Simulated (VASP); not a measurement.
Runs of VASP 6.6.1 on Si. The structure is that of space group Im-3m (No. 229), or close to it. The cells are those of the table. 

```tsv
cell	gap on the mesh (eV)	pressure (GPa)
a = 5.817 Å, angles 109.5°, 6 atoms	(a)	(b)
a = 5.700 Å, angles 109.5°, 6 atoms	0.28	5.2
a = 5.778 Å, angles 109.5°, 6 atoms	0.33	1.9
a = 5.854 Å, angles 109.5°, 6 atoms	(c)	-0.8
a = 5.892 Å, angles 109.5°, 6 atoms	0.40	-2.0
a = 5.739 Å, angles 109.5°, 6 atoms	0.30	3.5
a = 5.660 Å, angles 109.5°, 6 atoms	0.25	7.2
```

Alike in all rows: task single point; level PBE; potentials or basis VASP PAW PBE potentials, release 64 (Si); no spin polarisation; k mesh 5 × 5 × 5; cutoff (eV) 520; smearing gaussian 0.15 eV.

Fill in the values left out.

(a) 0.36; (b) 0.5; (c) 0.38.

A k mesh can miss the band edges.
